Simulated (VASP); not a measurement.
# In4O5 (P1) in VASP: relaxation of cell and atoms with PBE

Aim: the relaxation of cell and atoms of In4O5 with PBE.

Everything below comes from runs of VASP 6.6.1. Logs are shortened: lines on timing, memory, paths and dates and some standing lists are left out, and cuts for length are marked.

## 1. The cell of the first run

The typed cell holds 18 atoms: a = 5.575 Å, b = 5.879 Å, c = 8.102 Å, α = 94.19°, β = 90.00°, γ = 90.00°.

## 2. Relaxation of cell and atoms, PBE

File INCAR:

```
SYSTEM = In4O5
ALGO     = Normal         ! electronic algorithm
EDIFF    = 1E-7           ! SCF threshold, eV
EDIFFG   = -0.04          ! ionic threshold
ENCUT    = 600            ! plane-wave cutoff, eV
GGA      = PE             ! functional
GGA_COMPAT= .False.      
IBRION   = 2              ! ionic algorithm
ISIF     = 3              ! what is computed and relaxed
ISMEAR   = 0              ! smearing method
ISYM     = 0            
LASPH    = .True.         ! aspherical terms in the spheres
LCHARG   = .False.        ! write CHGCAR
LREAL    = .False.        ! projectors in reciprocal space
LWAVE    = .False.        ! write WAVECAR
NELM     = 120            ! most SCF steps
NELMIN   = 4            
NSW      = 70             ! ionic steps
PREC     = Accurate       ! precision mode
SIGMA    = 0.1            ! smearing width, eV
```

File KPOINTS:

```
Automatic mesh
0
Gamma
  3 2 2
  0 0.5 0.5
```

File POSCAR:

```
In4O5
1.0
   -2.7876271320     -4.8283118252      0.0000000000
   -2.7876271320      1.6094372751      4.9196448590
   -5.5752542641      3.2188745502     -4.9196448590
In O
8 10
Direct
    0.4973116592      0.2192761066      0.1452735040
    0.9996378860      0.7169960677      0.6446777745
    0.4945255668      0.7869616433      0.3567331168
    0.9979306224      0.2787145594      0.8548306229
    0.4935563521      0.7907832291      0.8566291246
    0.9939186589      0.2832564313      0.3582072191
    0.5007668591      0.2136419420      0.6423307136
    0.9964122403      0.7141188355      0.1439279495
    0.3568321472      0.8538101074      0.1010272618
    0.8472068521      0.3429508342      0.5948759168
    0.8495755212      0.6469833414      0.8977545381
    0.2917101795      0.5045954585      0.7499769057
    0.8006009226      0.0056413998      0.2452127066
    0.6515618694      0.1497241337      0.8976313457
    0.1501843143      0.6490372187      0.3969199116
    0.1515287858      0.3519440747      0.1030928372
    0.6424195254      0.8540536914      0.6045947678
    0.7048277559      0.5026886471      0.2548342256
```

Potentials or basis: VASP PAW PBE potentials, release 64 (In_d, O).

Started as:

```sh
> cat potpaw_PBE.64/In_d/POTCAR potpaw_PBE.64/O/POTCAR > POTCAR
> mpirun -np 1 vasp_std > vasp.out
```

OUTCAR:

```text
SYSTEM = In4O5
   EDIFF = 1E-7
   EDIFFG = -0.04
   ENCUT = 600
   GGA = PE
   IBRION = 2
   ISIF = 3
   ISMEAR = 0
   ISYM = 0
   LASPH = .True.
   LREAL = .False.
   NELM = 120
   NELMIN = 4
   NSW = 70
   PREC = Accurate

 ion  position               nearest neighbor table
   1  0.497  0.219  0.145-  16 2.12  18 2.16  14 2.19  13 2.29   9 2.29   3 3.17   6 3.27   6 3.30
                             5 3.31   3 3.64   4 3.68   4 3.68
   2  1.000  0.717  0.645-  17 2.18  15 2.19  12 2.26  11 2.28  10 2.36   4 3.19   5 3.26   5 3.32
                             6 3.32   4 3.60   3 3.66   3 3.70
   3  0.495  0.787  0.357-  15 2.12  18 2.16  17 2.18   9 2.27  13 2.36   1 3.17   8 3.28   7 3.29
                             8 3.30   1 3.64   2 3.66   2 3.70
   4  0.998  0.279  0.855-  14 2.11  16 2.20  12 2.31  11 2.32  10 2.32   2 3.19   7 3.27   7 3.30
                             8 3.34   2 3.60   1 3.68   1 3.68   5 3.98   5 4.02
   5  0.494  0.791  0.857-   9 2.13  12 2.15  11 2.19  17 2.26  14 2.29   7 3.13   2 3.26   1 3.31
                             2 3.32   8 3.67   8 3.69   7 3.70   4 3.98   4 4.02
   6  0.994  0.283  0.358-  10 2.09  13 2.11  18 2.26  16 2.31  15 2.32   8 3.17   1 3.27   1 3.30
                             2 3.32   7 3.63   8 3.66   7 3.69
   7  0.501  0.214  0.642-  10 2.12  12 2.20  17 2.26  14 2.29   5 3.13   4 3.27   3 3.29   4 3.30
                             6 3.63   6 3.69   5 3.70
   8  0.996  0.714  0.144-  13 2.14  11 2.17   9 2.21  18 2.27  15 2.28  16 2.30   6 3.17   3 3.28
                             3 3.30   4 3.34   6 3.66   5 3.67   5 3.69
   9  0.357  0.854  0.101-   5 2.13   8 2.21   3 2.27   1 2.29
  10  0.847  0.343  0.595-   6 2.09   7 2.12   4 2.32   2 2.36
  11  0.850  0.647  0.898-   8 2.17   5 2.19   2 2.28   4 2.32
  12  0.292  0.505  0.750-   5 2.15   7 2.20   2 2.26   4 2.31
  13  0.801  0.006  0.245-   6 2.11   8 2.14   1 2.29   3 2.36
  14  0.652  0.150  0.898-   4 2.11   1 2.19   5 2.29   7 2.29
  15  0.150  0.649  0.397-   3 2.12   2 2.19   8 2.28   6 2.32
  16  0.152  0.352  0.103-   1 2.12   4 2.20   8 2.30   6 2.31
  17  0.642  0.854  0.605-   3 2.18   2 2.18   7 2.26   5 2.26
  18  0.705  0.503  0.255-   3 2.16   1 2.16   6 2.26   8 2.27

IMPORTANT INFORMATION: All symmetrisations will be switched off!
NOSYMM: (Re-)initialisation of all symmetry stuff for point group C_1.

----------------------------------------------------------------------------------------

                                     Primitive cell

  volume of cell :     264.8645

  direct lattice vectors                    reciprocal lattice vectors
    -2.787627132 -4.828311825  0.000000000    -0.089682008 -0.155333795  0.000000000
    -2.787627132  1.609437275  4.919644859    -0.089682008  0.051777932  0.135511137
    -5.575254264  3.218874550 -4.919644859    -0.089682008  0.051777932 -0.067755568

  length of vectors
     5.575254264  5.879120590  8.102315658     0.179364017  0.170549362  0.123752309

  position of ions in fractional coordinates (direct lattice)
     0.497311659  0.219276107  0.145273504
     0.999637886  0.716996068  0.644677775
     0.494525567  0.786961643  0.356733117
     0.997930622  0.278714559  0.854830623
     0.493556352  0.790783229  0.856629125
     0.993918659  0.283256431  0.358207219
[... 10 lines left out ...]
     0.642419525  0.854053691  0.604594768
     0.704827756  0.502688647  0.254834226

  ion indices of the primitive-cell ions
   primitive index   ion index
                 1           1
                 2           2
                 3           3
                 4           4
                 5           5
                 6           6
[... 10 lines left out ...]
                17          17
                18          18

----------------------------------------------------------------------------------------

 KPOINTS: Automatic mesh

Automatic generation of k-mesh.
 Grid dimensions read from file:
 generate k-points for:    3    2    2

 Generating k-lattice:

  Cartesian coordinates                     Fractional coordinates (reciprocal lattice)
    -0.029894003 -0.051777932  0.000000000     0.333333333  0.000000000  0.000000000
    -0.044841004  0.025888966  0.067755568     0.000000000  0.500000000  0.000000000
    -0.044841004  0.025888966 -0.033877784     0.000000000  0.000000000  0.500000000

  Length of vectors
     0.059788006  0.085274681  0.061876154

  Shift w.r.t. Gamma in fractional coordinates (k-lattice)
     0.000000000  0.500000000  0.500000000

 Subroutine IBZKPT returns following result:
 ===========================================

 Found      6 irreducible k-points:

 Following reciprocal coordinates:
            Coordinates               Weight
  0.000000  0.250000  0.250000      2.000000
  0.333333  0.250000  0.250000      2.000000
  0.333333 -0.250000 -0.250000      2.000000
  0.000000 -0.250000  0.250000      2.000000
  0.333333 -0.250000  0.250000      2.000000
  0.333333  0.250000 -0.250000      2.000000
   k-points           NKPTS =      6   k-points in BZ     NKDIM =      6   number of bands    NBANDS=     98
   number of dos      NEDOS =    301   number of ions     NIONS =     18
   total plane-waves  NPLWV = 161280
   dimension x,y,z NGX =    48 NGY =   48 NGZ =   70
   dimension x,y,z NGXF=    96 NGYF=   96 NGZF=  140
   ions per type =               8  10
   NGX,Y,Z   is equivalent  to a cutoff of  14.31, 13.57, 14.36 a.u.
   NGXF,Y,Z  is equivalent  to a cutoff of  28.63, 27.15, 28.73 a.u.
 SYSTEM =  In4O5
   PREC   = accura    normal or accurate (medium, high low for compatibility)
   ISTART =      0    job   : 0-new  1-cont  2-samecut
   ICHARG =      2    charge: 1-file 2-atom 10-const
   ISPIN  =      1    spin polarized calculation?
   LNONCOLLINEAR =      F non collinear calculations
   LSORBIT =      F    spin-orbit coupling
   LASPH  =      T    aspherical Exc in radial PAW
   ENCUT  =  600.0 eV  44.10 Ry    6.64 a.u.  11.14 11.74 16.18*2*pi/ulx,y,z
   NELM   =    120;   NELMIN=  4; NELMDL= -5     # of ELM steps
   EDIFF  = 0.1E-06   stopping-criterion for ELM
   LREAL  =      F    real-space projection
   EDIFFG = -.4E-01   stopping-criterion for IOM
   NSW    =     70    number of steps for IOM
   IBRION =      2    ionic relax: 0-MD 1-quasi-New 2-CG
   NFREE  =      1    steps in history (QN), initial steepest desc. (CG)
   ISIF   =      3    stress and relaxation
   ISYM   =      0    0-nonsym 1-usesym 2-fastsym
   POTIM  = 0.5000    time-step for ionic-motion
   TEBEG  =    0.0;   TEEND  =   0.0 temperature during run
   PSTRESS=    0.0 pullay stress
   NELECT =     164.0000    total number of electrons
   NUPDOWN=      -1.0000    fix difference up-down
   EMIN   =  10.00;   EMAX   =-10.00  energy-range for DOS
   EFERMI =   0.00;   METHOD = LEGACY
   ISMEAR =     0;   SIGMA  =   0.10  broadening in eV -4-tet -1-fermi 0-gaus
   EFERMI_NEDOS =   21; number of points for ismear=-14 and -15
   IALGO  =     38    algorithm
   IMIX   =      4    mixing-type and parameters
     AMIX     =   0.40;   BMIX     =  1.00
     AMIX_MAG =   1.60;   BMIX_MAG =  1.00
  volume/ion in A,a.u.               =      14.71        99.30
  Fermi-wavevector in a.u.,A,eV,Ry     =   1.395345  2.636819 26.490367  1.946987
  Thomas-Fermi vector in A             =   2.518806
   LORBIT       =      0    0 simple, 1 ext, 2 COOP (PROOUT), +10 PAW based schemes
   GGA     = PE    functional components
   LHFCALC =     F    Hartree Fock is set to
   AEXX    =    0.0000 exact exchange contribution
   IVDW    =     0    specifies the selected vdW correction
   LEPSILON=     F    determine dielectric tensor
   LRPA    =     F    only Hartree local field effects (RPA)
 conjugate gradient relaxation of ions
 non-spin polarized calculation
 Gauss-broadening in eV      SIGMA  =   0.10
  energy-cutoff  :      600.00
  volume of cell :      264.86
 maximum number of plane-waves:      8852
 NGX is ok and might be reduce to    48
   NGX = 23   NGY = 23   NGZ = 33

--------------------------------------- Ionic step        1  -------------------------------------------

 number of electron     163.9999990 magnetization

 Free energy of the ion-electron system (eV)
  ---------------------------------------------------
  ext. energy  EPLUGINS =         0.00000000
  ---------------------------------------------------
  free energy    TOTEN  =       -93.16051736 eV

  energy without entropy =      -93.16051343  energy(sigma->0) =      -93.16051540

------------------------ aborting loop because EDIFF is reached ----------------------------------------

  FORCE on cell =-STRESS in cart. coord.  units (eV):
  Direction    XX          YY          ZZ          XY          YZ          ZX
  --------------------------------------------------------------------------------------
  -------------------------------------------------------------------------------------
  Total        1.4744025      2.1235490      2.6737032      0.8521455     -1.3232519     -0.0078560
  in kB        8.9187277     12.8454442     16.1733522      5.1546669     -8.0044109     -0.0475210
  external PRESSURE =      12.6458414 kB  Pullay stress =       0.0000000 kB
[... 137 lines left out ...]
  FREE ENERGIE OF THE ION-ELECTRON SYSTEM (eV)
  ---------------------------------------------------
  free  energy   TOTEN  =       -93.3926179877 eV

  energy  without entropy=      -93.3926156843  energy(sigma->0) =      -93.39261684

[... ionic steps 4 to 19 ...]

--------------------------------------- Ionic step       20  -------------------------------------------

 number of electron     164.0000003 magnetization

------------------------ aborting loop because EDIFF is reached ----------------------------------------
[... 99 lines left out ...]
--------------------------------------- Ionic step       22  -------------------------------------------

 number of electron     164.0000001 magnetization

 Free energy of the ion-electron system (eV)
  ---------------------------------------------------
  ext. energy  EPLUGINS =         0.00000000
  ---------------------------------------------------
  free energy    TOTEN  =       -93.88889698 eV

  energy without entropy =      -93.88889698  energy(sigma->0) =      -93.88889698

 E-fermi :   7.1435     XC(G=0): -10.8189

 val. band max:        6.6402877427   @ k =   0.3333   0.2500  -0.2500
 cond. band min:       7.6281853762   @ k =   0.0000   0.2500   0.2500
 fundamental gap:      0.9878976335
 Fermi energy:         7.1434693861

 k-point     1 :       0.0000    0.2500    0.2500
  band No.  band energies     occupation
      1     -12.1600      2.00000
      2     -11.9350      2.00000
      3     -11.7616      2.00000
      4     -11.6287      2.00000
      5     -11.5484      2.00000
      6     -11.4894      2.00000
[... 571 lines left out ...]
     93      12.4927      0.00000
     94      12.8106      0.00000
 [bands above 94 left out]

------------------------ aborting loop because EDIFF is reached ----------------------------------------

  FORCE on cell =-STRESS in cart. coord.  units (eV):
  Direction    XX          YY          ZZ          XY          YZ          ZX
  --------------------------------------------------------------------------------------
  -------------------------------------------------------------------------------------
  Total       -0.0500755     -0.0273715     -0.0345727      0.0875385      0.0378240     -0.0759366
  in kB       -0.3087863     -0.1687840     -0.2131898      0.5397983      0.2332387     -0.4682563
  external PRESSURE =      -0.2302534 kB  Pullay stress =       0.0000000 kB
[... 33 lines left out ...]
  FREE ENERGIE OF THE ION-ELECTRON SYSTEM (eV)
  ---------------------------------------------------
  free  energy   TOTEN  =       -93.8888969765 eV

  energy  without entropy=      -93.8888969765  energy(sigma->0) =      -93.88889698

 reached required accuracy - stopping structural energy minimisation
```

Wall time 87 min (1 thread of Oxide Virtual Turin-like, shared host); peak memory 0.48 GiB.

What came out:

```yaml
Free_energy: -93.8889 eV
Relaxed_volume: 14.43 Å³/atom
Relaxed_cell: a = 5.582 Å, b = 5.784 Å, c = 8.079 Å, α = 94.50°, β = 92.26°, γ = 90.30°
Space_group_after_relaxing_to_0.1_Å: P1 (No. 1)
Energy_gained_by_relaxing: 40.5 meV/atom
Ionic_steps: 22
Pressure_after_relaxing: 0.0 GPa
Largest_force_after_relaxing: 0.031 eV/Å
Band_gap_on_the_k_mesh: 0.99 eV (least direct gap 1.18 eV)
```

Forces on the atoms (eV/Å):
```
In   0.029  0.000 -0.013
In  -0.009  0.001  0.014
In   0.002 -0.015 -0.025
In   0.007  0.004  0.022
In  -0.022 -0.012  0.006
In  -0.016  0.008 -0.009
In   0.010  0.010 -0.014
In  -0.007  0.019  0.009
O   -0.010 -0.022  0.009
O    0.008  0.004  0.005
O   -0.016  0.003  0.012
O    0.018 -0.012  0.011
O    0.017 -0.005 -0.025
O    0.005  0.018 -0.024
O   -0.006 -0.005  0.002
O    0.020 -0.006  0.011
O   -0.014  0.001 -0.003
O   -0.016  0.010  0.014
```

The path:
| step | energy change (eV) | largest force (eV/Å) | pressure (GPa) | volume (Å³) |
| --- | --- | --- | --- | --- |
| 1 | 0.0000 | 1.1543 | 1.26 | 264.86 |
| 2 | -0.2225 | 0.4826 | -1.67 | 269.34 |
| 3 | -0.2321 | 0.5178 | -2.33 | 270.52 |
| 4 | -0.3796 | 0.6664 | 0.22 | 264.25 |
| 5 | -0.3896 | 0.7146 | 1.17 | 262.19 |
| 6 | -0.5248 | 0.3800 | 0.64 | 261.82 |
| 7 | -0.5731 | 0.5731 | 0.23 | 261.42 |
| 8 | -0.6495 | 0.3238 | -0.72 | 262.23 |
| 9 | -0.6497 | 0.3445 | -0.75 | 262.27 |
| 10 | -0.6881 | 0.2239 | 0.57 | 259.20 |
| 11 | -0.6884 | 0.2354 | 0.69 | 258.93 |
| 12 | -0.7055 | 0.2004 | -0.39 | 260.53 |
| 13 | -0.7056 | 0.1866 | -0.33 | 260.44 |
| 14 | -0.7174 | 0.0948 | -0.06 | 259.80 |
| 15 | -0.7182 | 0.1293 | 0.03 | 259.57 |
| 16 | -0.7227 | 0.0742 | 0.09 | 259.49 |
| 17 | -0.7231 | 0.1021 | 0.12 | 259.46 |
| 18 | -0.7260 | 0.0536 | -0.14 | 260.00 |
| 19 | -0.7262 | 0.0534 | -0.21 | 260.15 |
| 20 | -0.7274 | 0.0481 | 0.21 | 259.40 |
| 21 | -0.7275 | 0.0446 | 0.12 | 259.56 |
| 22 | -0.7284 | 0.0314 | -0.02 | 259.82 |

Final structure:
```yaml
crystal:
  lattice:
    - [-2.70274, -4.88404, 0.04798]
    - [-2.72095, 1.58808, 4.85047]
    - [-5.46915, 3.34168, -4.91835]
  atoms:
    - { symbol: In, position: [0.50935, 0.21686, 0.12682] }
    - { symbol: In, position: [0.00277, 0.74845, 0.66018] }
    - { symbol: In, position: [0.51009, 0.76972, 0.35396] }
    - { symbol: In, position: [0.00119, 0.25210, 0.84368] }
    - { symbol: In, position: [0.50864, 0.77854, 0.85932] }
    - { symbol: In, position: [0.03417, 0.28016, 0.37399] }
    - { symbol: In, position: [0.48522, 0.23498, 0.60578] }
    - { symbol: In, position: [0.99955, 0.70862, 0.14753] }
    - { symbol: O, position: [0.35054, 0.85569, 0.10672] }
    - { symbol: O, position: [0.84239, 0.37416, 0.59915] }
    - { symbol: O, position: [0.84741, 0.63101, 0.90545] }
    - { symbol: O, position: [0.28584, 0.50385, 0.75706] }
    - { symbol: O, position: [0.78843, 0.00411, 0.25616] }
    - { symbol: O, position: [0.61737, 0.14422, 0.88145] }
    - { symbol: O, position: [0.14999, 0.67190, 0.40521] }
    - { symbol: O, position: [0.15070, 0.34317, 0.11006] }
    - { symbol: O, position: [0.62542, 0.85771, 0.60263] }
    - { symbol: O, position: [0.71145, 0.48992, 0.25339] }
```

Caveat: the k points lie up to 0.54 Å⁻¹ apart in the final cell; spin-orbit coupling is left out, which moves the levels of the heavy elements; a shifted mesh leaves out Γ, where band edges can lie. A k mesh can miss the band edges.
